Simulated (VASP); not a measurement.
Input of a VASP 6.6.1 run:

The input INCAR:

```
SYSTEM = SiGe3
PREC = Accurate
ENCUT = 520
EDIFF = 1E-6
ISMEAR = 0
SIGMA = 0.1
LREAL = .FALSE.
LASPH = .TRUE.
NELM = 100
ALGO = Normal
ISIF = 2
LWAVE = .FALSE.
LCHARG = .FALSE.
GGA = PE
NBANDS = 31
```

Contents of KPOINTS:

```
regular mesh
0
G
  6 6 2
  0 0 0
```

POSCAR

```
SiGe3
1.0
    2.8212659300      0.0000000000      0.0000000000
   -1.4106329600      2.4432879700      0.0000000000
    0.0000000000      0.0000000000     10.5973308500
Si Ge
1 3
Direct
    0.0000000000      0.0000000000      0.0000000000
    0.0000000000      0.0000000000      0.2500000000
    0.0000000000      0.0000000000      0.5000000000
    0.0000000000      0.0000000000      0.7500000000
```

Potentials or basis: VASP PAW PBE potentials, release 64 (Si, Ge_d).

Launch:

```console
$ cat potpaw_PBE.64/Si/POTCAR potpaw_PBE.64/Ge_d/POTCAR > POTCAR
$ mpirun -np 1 vasp_std > vasp.out
```

Task: Estimate the band gap on the k mesh.

Result: Zero (bands 23 and 24 overlap by 9.18 eV).

Task: What does it give for the largest force?

Result: 0.610 eV/Å.

Task: What does it give for the pressure?

Result: 1.6 GPa.

Stress tensor (GPa, compression positive):
```
-4.83  0.00  0.00
 0.00 -4.83  0.00
 0.00  0.00 14.39
```

Caveat: the k points lie up to 0.43 Å⁻¹ apart, too coarse for converged energies and pressures of a metal.
